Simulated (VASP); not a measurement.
Input of a VASP 6.6.1 run:

INCAR

```
SYSTEM = Rb
PREC = Accurate
ENCUT = 520
EDIFF = 1E-6
ISMEAR = 0
SIGMA = 0.05
LREAL = .False.
LASPH = .True.
NELM = 100
ALGO = Fast
ISIF = 2
LWAVE = .False.
LCHARG = .False.
GGA = PS
NBANDS = 10
```

The input KPOINTS:

```
regular mesh
0
Gamma
  8 8 8
  0 0 0
```

Contents of POSCAR:

```
Rb
1.0
    0.0000000000      3.6398846700      3.6398846700
    3.6398846700      0.0000000000      3.6398846700
    3.6398846700      3.6398846700      0.0000000000
Rb
1
Direct
    0.0000000000      0.0000000000      0.0000000000
```

Potentials or basis: VASP PAW PBE potentials, release 64 (Rb_sv).

Launch:

```console
$ cat potpaw_PBE.64/Rb_sv/POTCAR > POTCAR
$ mpirun -np 1 vasp_std > vasp.out
```

(1) What does it give for the pressure?

(2) Predict the band gap on the k mesh.

Answers

(1) -0.3 GPa.

(2) zero (an odd number of electrons rules out a gap without spin polarisation).

Caveat: the PAW data sets were made with another functional, which shifts forces and pressure a little.
